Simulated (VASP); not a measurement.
# Ca3SbP (Pm-3m) in VASP: a series of runs

Ca3SbP is run at these levels: LDA; tasks: single point.

All numbers are computed with VASP 6.6.1; they aren't measurements. Logs are shortened: lines on timing, memory, paths and dates and some standing lists are left out, and cuts for length are marked.

## Step 1: The cell of the first run

The structure is cubic, space group Pm-3m (No. 221). Conventional cell: a = 5.208 Å, b = 5.208 Å, c = 5.208 Å, α = 90.00°, β = 90.00°, γ = 90.00°. Ca (site symmetry 4/mmm) has 2 P at 2.60 Å within 3.4 Å. Within 4.8 Å of Sb (site symmetry m-3m) lie 12 Ca at 3.68 Å and 8 P at 4.51 Å. Within 3.4 Å of P (site symmetry m-3m) lie 6 Ca at 2.60 Å.

## Step 2: Single point, LDA

INCAR

```
PREC = Accurate
ENCUT = 520
EDIFF = 1E-6
ISMEAR = 0
SIGMA = 0.05
LREAL = False
LASPH = True
NELM = 80
ALGO = Normal
ISIF = 2
LWAVE = False
LCHARG = True
LELF = True
LVHAR = True
NBANDS = 28
```

KPOINTS

```
regular mesh
0
Gamma
  6 6 6
```

POSCAR

```
Ca3SbP
1.0
    5.2080295048      0.0000000000      0.0000000000
    0.0000000000      5.2080295048      0.0000000000
    0.0000000000      0.0000000000      5.2080295048
Ca Sb P
3 1 1
Direct
    0.0000000000      0.5000000000      0.5000000000
    0.5000000000      0.0000000000      0.5000000000
    0.5000000000      0.5000000000      0.0000000000
    0.0000000000      0.0000000000      0.0000000000
    0.5000000000      0.5000000000      0.5000000000
```

Potentials or basis: VASP PAW LDA potentials, release 64 (Ca_sv, Sb, P).

Launch:

```sh
$ cat potpaw_LDA.64/Ca_sv/POTCAR potpaw_LDA.64/Sb/POTCAR potpaw_LDA.64/P/POTCAR > POTCAR
$ mpirun -np 1 vasp_std > vasp.out
```

OUTCAR:

```text
PREC = Accurate
   ENCUT = 520
   EDIFF = 1E-6
   ISMEAR = 0
   LREAL = False
   LASPH = True
   NELM = 80
   ISIF = 2

 ion  position               nearest neighbor table
   1  0.000  0.500  0.500-   5 2.60   5 2.60
   2  0.500  0.000  0.500-   5 2.60   5 2.60
   3  0.500  0.500  0.000-   5 2.60   5 2.60
   4  0.000  0.000  0.000-
   5  0.500  0.500  0.500-   1 2.60   2 2.60   3 2.60   3 2.60   2 2.60   1 2.60

  LATTYP: Found a simple cubic cell.
 ALAT       =     5.2080295048

  Lattice vectors:

 A1 = (   5.2080295048,   0.0000000000,   0.0000000000)
 A2 = (   0.0000000000,   5.2080295048,   0.0000000000)
 A3 = (   0.0000000000,   0.0000000000,   5.2080295048)

Analysis of symmetry for initial positions (statically):
=====================================================================
 Subroutine PRICEL returns:
 Original cell was already a primitive cell.

 Routine SETGRP: Setting up the symmetry group for a
 simple cubic supercell.

 Subroutine GETGRP returns: Found 48 space group operations
 (whereof 48 operations were pure point group operations)
 out of a pool of 48 trial point group operations.

The static configuration has the point symmetry O_h .

Analysis of symmetry for dynamics (positions and initial velocities):
=====================================================================
 Subroutine PRICEL returns:
 Original cell was already a primitive cell.

 Routine SETGRP: Setting up the symmetry group for a
 simple cubic supercell.

 Subroutine GETGRP returns: Found 48 space group operations
 (whereof 48 operations were pure point group operations)
 out of a pool of 48 trial point group operations.

The dynamic configuration has the point symmetry O_h .

 Subroutine INISYM returns: Found 48 space group operations
 (whereof 48 operations are pure point group operations),
 and found     1 'primitive' translations

----------------------------------------------------------------------------------------

                                     Primitive cell

  volume of cell :     141.2604

  direct lattice vectors                    reciprocal lattice vectors
     5.208029505  0.000000000  0.000000000     0.192011201  0.000000000  0.000000000
     0.000000000  5.208029505  0.000000000     0.000000000  0.192011201  0.000000000
     0.000000000  0.000000000  5.208029505     0.000000000  0.000000000  0.192011201

  length of vectors
     5.208029505  5.208029505  5.208029505     0.192011201  0.192011201  0.192011201

  position of ions in fractional coordinates (direct lattice)
     0.000000000  0.500000000  0.500000000
     0.500000000  0.000000000  0.500000000
     0.500000000  0.500000000  0.000000000
     0.000000000  0.000000000  0.000000000
     0.500000000  0.500000000  0.500000000

  ion indices of the primitive-cell ions
   primitive index   ion index
                 1           1
                 2           2
                 3           3
                 4           4
                 5           5

----------------------------------------------------------------------------------------

 KPOINTS: regular mesh

Automatic generation of k-mesh.
 Grid dimensions read from file:
 generate k-points for:    6    6    6

 Generating k-lattice:

  Cartesian coordinates                     Fractional coordinates (reciprocal lattice)
     0.032001867  0.000000000  0.000000000     0.166666667  0.000000000  0.000000000
     0.000000000  0.032001867  0.000000000     0.000000000  0.166666667  0.000000000
     0.000000000  0.000000000  0.032001867     0.000000000  0.000000000  0.166666667

  Length of vectors
     0.032001867  0.032001867  0.032001867

  Shift w.r.t. Gamma in fractional coordinates (k-lattice)
     0.000000000  0.000000000  0.000000000

 Subroutine IBZKPT returns following result:
 ===========================================

 Found     20 irreducible k-points:

 Following reciprocal coordinates:
            Coordinates               Weight
  0.000000  0.000000  0.000000      1.000000
  0.166667  0.000000  0.000000      6.000000
  0.333333  0.000000  0.000000      6.000000
  0.500000  0.000000  0.000000      3.000000
  0.166667  0.166667  0.000000     12.000000
  0.333333  0.166667  0.000000     24.000000
[... 12 lines left out ...]
  0.500000  0.500000  0.333333      6.000000
  0.500000  0.500000  0.500000      1.000000
   k-points           NKPTS =     20   k-points in BZ     NKDIM =     20   number of bands    NBANDS=     28
   number of dos      NEDOS =    301   number of ions     NIONS =      5
   total plane-waves  NPLWV =  64000
   dimension x,y,z NGX =    40 NGY =   40 NGZ =   40
   dimension x,y,z NGXF=    80 NGYF=   80 NGZF=   80
   ions per type =               3   1   1
   NGX,Y,Z   is equivalent  to a cutoff of  12.77, 12.77, 12.77 a.u.
   NGXF,Y,Z  is equivalent  to a cutoff of  25.54, 25.54, 25.54 a.u.
 SYSTEM =  unknown system
   PREC   = accura    normal or accurate (medium, high low for compatibility)
   ISTART =      0    job   : 0-new  1-cont  2-samecut
   ICHARG =      2    charge: 1-file 2-atom 10-const
   ISPIN  =      1    spin polarized calculation?
   LNONCOLLINEAR =      F non collinear calculations
   LSORBIT =      F    spin-orbit coupling
   LASPH  =      T    aspherical Exc in radial PAW
   ENCUT  =  520.0 eV  38.22 Ry    6.18 a.u.   9.68  9.68  9.68*2*pi/ulx,y,z
   NELM   =     80;   NELMIN=  2; NELMDL= -5     # of ELM steps
   EDIFF  = 0.1E-05   stopping-criterion for ELM
   LREAL  =      F    real-space projection
   EDIFFG = 0.1E-04   stopping-criterion for IOM
   NSW    =      0    number of steps for IOM
   IBRION =     -1    ionic relax: 0-MD 1-quasi-New 2-CG
   NFREE  =      0    steps in history (QN), initial steepest desc. (CG)
   ISIF   =      2    stress and relaxation
   ISYM   =      2    0-nonsym 1-usesym 2-fastsym
   POTIM  = 0.5000    time-step for ionic-motion
   TEBEG  =    0.0;   TEEND  =   0.0 temperature during run
   PSTRESS=    0.0 pullay stress
   NELECT =      40.0000    total number of electrons
   NUPDOWN=      -1.0000    fix difference up-down
   EMIN   =  10.00;   EMAX   =-10.00  energy-range for DOS
   EFERMI =   0.00;   METHOD = LEGACY
   ISMEAR =     0;   SIGMA  =   0.05  broadening in eV -4-tet -1-fermi 0-gaus
   EFERMI_NEDOS =   21; number of points for ismear=-14 and -15
   IALGO  =     38    algorithm
   IMIX   =      4    mixing-type and parameters
     AMIX     =   0.40;   BMIX     =  1.00
     AMIX_MAG =   1.60;   BMIX_MAG =  1.00
  volume/ion in A,a.u.               =      28.25       190.65
  Fermi-wavevector in a.u.,A,eV,Ry     =   1.075032  2.031516 15.724169  1.155694
  Thomas-Fermi vector in A             =   2.210877
   LORBIT       =      0    0 simple, 1 ext, 2 COOP (PROOUT), +10 PAW based schemes
   GGA     = CA    functional components
   LHFCALC =     F    Hartree Fock is set to
   AEXX    =    0.0000 exact exchange contribution
   IVDW    =     0    specifies the selected vdW correction
   LEPSILON=     F    determine dielectric tensor
   LRPA    =     F    only Hartree local field effects (RPA)
 non-spin polarized calculation
 Gauss-broadening in eV      SIGMA  =   0.05
  energy-cutoff  :      520.00
  volume of cell :      141.26
 maximum number of plane-waves:      3840
 NGX is ok and might be reduce to    40
   NGX = 19   NGY = 19   NGZ = 19

 number of electron      40.0000015 magnetization

 Free energy of the ion-electron system (eV)
  ---------------------------------------------------
  ext. energy  EPLUGINS =         0.00000000
  ---------------------------------------------------
  free energy    TOTEN  =       -22.59780520 eV

  energy without entropy =      -22.59780520  energy(sigma->0) =      -22.59780520

 E-fermi :   4.1648     XC(G=0):  -9.2162

 val. band max:        3.9315835515   @ k =   0.0000   0.0000   0.0000
 cond. band min:       4.3729366034   @ k =   0.0000   0.0000   0.0000
 fundamental gap:      0.4413530518
 Fermi energy:         4.1648411720

 k-point     1 :       0.0000    0.0000    0.0000
  band No.  band energies     occupation
      1     -36.5453      2.00000
      2     -36.5071      2.00000
      3     -36.5071      2.00000
      4     -18.0035      2.00000
      5     -18.0035      2.00000
      6     -18.0035      2.00000
[... 20 lines left out ...]
     27       7.4863      0.00000
     28       7.4870      0.00000

 k-point     2 :       0.1667    0.0000    0.0000
  band No.  band energies     occupation
      1     -36.5430      2.00000
      2     -36.5093      2.00000
      3     -36.5071      2.00000
      4     -17.9953      2.00000
      5     -17.9953      2.00000
      6     -17.9928      2.00000
[... 20 lines left out ...]
     27       7.3172      0.00000
     28       7.5004      0.00000

 k-point     3 :       0.3333    0.0000    0.0000
  band No.  band energies     occupation
      1     -36.5372      2.00000
      2     -36.5150      2.00000
      3     -36.5071      2.00000
      4     -17.9756      2.00000
      5     -17.9756      2.00000
      6     -17.9609      2.00000
[... 20 lines left out ...]
     27       6.9837      0.00000
     28       7.5238      0.00000

 k-point     4 :       0.5000    0.0000    0.0000
  band No.  band energies     occupation
      1     -36.5325      2.00000
      2     -36.5195      2.00000
      3     -36.5070      2.00000
      4     -17.9627      2.00000
      5     -17.9627      2.00000
      6     -17.9163      2.00000
[... 20 lines left out ...]
     27       6.8053      0.00000
     28       7.4033      0.00000

 k-point     5 :       0.1667    0.1667    0.0000
  band No.  band energies     occupation
      1     -36.5409      2.00000
      2     -36.5102      2.00000
      3     -36.5083      2.00000
      4     -18.0063      2.00000
      5     -17.9869      2.00000
      6     -17.9671      2.00000
[... 20 lines left out ...]
     27       7.3699      0.00000
     28       7.4972      0.00000

 k-point     6 :       0.3333    0.1667    0.0000
  band No.  band energies     occupation
      1     -36.5353      2.00000
      2     -36.5152      2.00000
      3     -36.5087      2.00000
      4     -17.9998      2.00000
      5     -17.9665      2.00000
      6     -17.9364      2.00000
[... 339 lines left out ...]
      5     -17.9576      2.00000
      6     -17.9565      2.00000
[... 20 lines left out ...]
     27       7.1558      0.00000
     28       7.5891      0.00000

 k-point    18 :       0.5000    0.3333    0.3333
  band No.  band energies     occupation
      1     -36.5227      2.00000
      2     -36.5194      2.00000
      3     -36.5163      2.00000
      4     -18.1195      2.00000
      5     -17.9700      2.00000
      6     -17.9650      2.00000
[... 20 lines left out ...]
     27       7.0136      0.00000
     28       7.6798      0.00000

 k-point    19 :       0.5000    0.5000    0.3333
  band No.  band energies     occupation
      1     -36.5195      2.00000
      2     -36.5194      2.00000
      3     -36.5194      2.00000
      4     -18.1411      2.00000
      5     -17.9789      2.00000
      6     -17.9672      2.00000
[... 20 lines left out ...]
     27       6.8665      0.00000
     28       7.7783      0.00000

 k-point    20 :       0.5000    0.5000    0.5000
  band No.  band energies     occupation
      1     -36.5194      2.00000
      2     -36.5194      2.00000
      3     -36.5194      2.00000
      4     -18.1650      2.00000
      5     -17.9786      2.00000
      6     -17.9786      2.00000
[... 20 lines left out ...]
     27       6.7590      0.00000
     28       7.9568      0.00000

------------------------ aborting loop because EDIFF is reached ----------------------------------------

  FORCE on cell =-STRESS in cart. coord.  units (eV):
  Direction    XX          YY          ZZ          XY          YZ          ZX
  --------------------------------------------------------------------------------------
  -------------------------------------------------------------------------------------
  Total        1.2082383      1.2082383      1.2082383      0.0000000      0.0000000      0.0000000
  in kB       13.7038586     13.7038586     13.7038586      0.0000000      0.0000000      0.0000000
  external PRESSURE =      13.7038586 kB  Pullay stress =       0.0000000 kB

 VOLUME and BASIS-vectors are now :
 -----------------------------------------------------------------------------
  energy-cutoff  :      520.00
  volume of cell :      141.26
      direct lattice vectors                 reciprocal lattice vectors
     5.208029505  0.000000000  0.000000000     0.192011201  0.000000000  0.000000000
     0.000000000  5.208029505  0.000000000     0.000000000  0.192011201  0.000000000
     0.000000000  0.000000000  5.208029505     0.000000000  0.000000000  0.192011201

 POSITION                                       TOTAL-FORCE (eV/Angst)
 -----------------------------------------------------------------------------------
      0.00000      2.60401      2.60401         0.000000      0.000000      0.000000
      2.60401      0.00000      2.60401         0.000000      0.000000      0.000000
      2.60401      2.60401      0.00000         0.000000      0.000000      0.000000
      0.00000      0.00000      0.00000         0.000000      0.000000      0.000000
      2.60401      2.60401      2.60401         0.000000      0.000000      0.000000
 -----------------------------------------------------------------------------------
    total drift:                                0.000000     -0.000000     -0.000000

  FREE ENERGIE OF THE ION-ELECTRON SYSTEM (eV)
  ---------------------------------------------------
  free  energy   TOTEN  =       -22.5978051964 eV

  energy  without entropy=      -22.5978051963  energy(sigma->0) =      -22.59780520
```

Wall time 56 s (1 thread of AMD EPYC 9R14 (Zen 4), shared host); peak memory 0.21 GiB.

Results:

| Property | Result |
| --- | --- |
| Free energy | -22.5978 eV |
| Pressure | 1.4 GPa |
| Band gap on the k mesh | 0.44 eV, direct |

Levels at points of the mesh, in eV from the valence-band top:
| k point | band 16 | band 17 | band 18 | band 19 | band 20 | band 21 | band 22 | band 23 | band 24 | band 25 |
| --- | --- | --- | --- | --- | --- | --- | --- | --- | --- | --- |
| (0.00, 0.00, 0.00) | -1.86 | -1.86 | 0.00 | 0.00 | 0.00 | 0.44 | 0.44 | 0.75 | 0.75 | 0.75 |
| (0.50, 0.00, 0.00) | -2.67 | -1.73 | -1.73 | -1.19 | -1.19 | 1.07 | 1.38 | 1.74 | 2.57 | 2.64 |
| (0.50, 0.50, 0.00) | -3.65 | -1.96 | -1.49 | -1.49 | -1.17 | 1.63 | 1.63 | 1.82 | 2.24 | 2.64 |
| (0.50, 0.50, 0.50) | -3.43 | -3.43 | -1.87 | -1.87 | -1.87 | 1.89 | 1.89 | 1.89 | 2.82 | 2.83 |

Caveat: spin-orbit coupling is left out, which moves the levels of the heavy elements. A k mesh can miss the band edges.

(Part 1 of 2 ends here.)
